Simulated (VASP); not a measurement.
Set up this calculation in VASP 6.6.1, as the native input.

```yaml
Task: single point
Functional: PBE
Potentials_or_basis: VASP PAW PBE potentials, release 64 (Sr_sv, Y_sv)
Cutoff: 520 eV
k_mesh: 6 × 6 × 4
Occupations: gaussian, width 0.1 eV
Spin: no spin polarisation
Dipole_correction: no
Further_INCAR_settings: ALGO = Fast; EDIFF = 1e-07; NBANDS = 22
```

The structure of Sr2Y lies in POSCAR:

```
Sr2Y
1.0
    4.5166517375      0.0000000000      0.0000000000
   -2.2583258688      3.9115351448      0.0000000000
    0.0000000000      0.0000000000      4.8767834375
Sr Y
2 1
Direct
    0.3333333333      0.6666666667      0.5000000000
    0.6666666667      0.3333333333      0.5000000000
    0.0000000000      0.0000000000      0.0000000000
```

One way to write it, as run:

INCAR

```
SYSTEM = Sr2Y
  PREC = Accurate
  ENCUT = 520
  EDIFF = 1E-7
  ISMEAR = 0
  SIGMA = 0.1
  LREAL = .FALSE.
  LASPH = .TRUE.
  NELM = 80
  ALGO = Fast
  ISIF = 2
  LWAVE = .FALSE.
  LCHARG = .FALSE.
  GGA = PE
  NBANDS = 22
```

KPOINTS

```
regular mesh
0
G
  6 6 4
  0 0 0
```

Potentials or basis: VASP PAW PBE potentials, release 64 (Sr_sv, Y_sv).

Command:

```console
$ cat potpaw_PBE.64/Sr_sv/POTCAR potpaw_PBE.64/Y_sv/POTCAR > POTCAR
$ mpirun -np 1 vasp_std > vasp.out
```

It gave:

The pressure is 16.5 GPa and the band gap on the k mesh is zero (an odd number of electrons rules out a gap without spin polarisation).

Caveat: the stress differs along the axes, from 5 to 22 GPa.

Run time: 110 s on 1 thread of Intel(R) Xeon(R) 6975P-C (Granite Rapids) (shared host), peak memory 0.24 GiB.
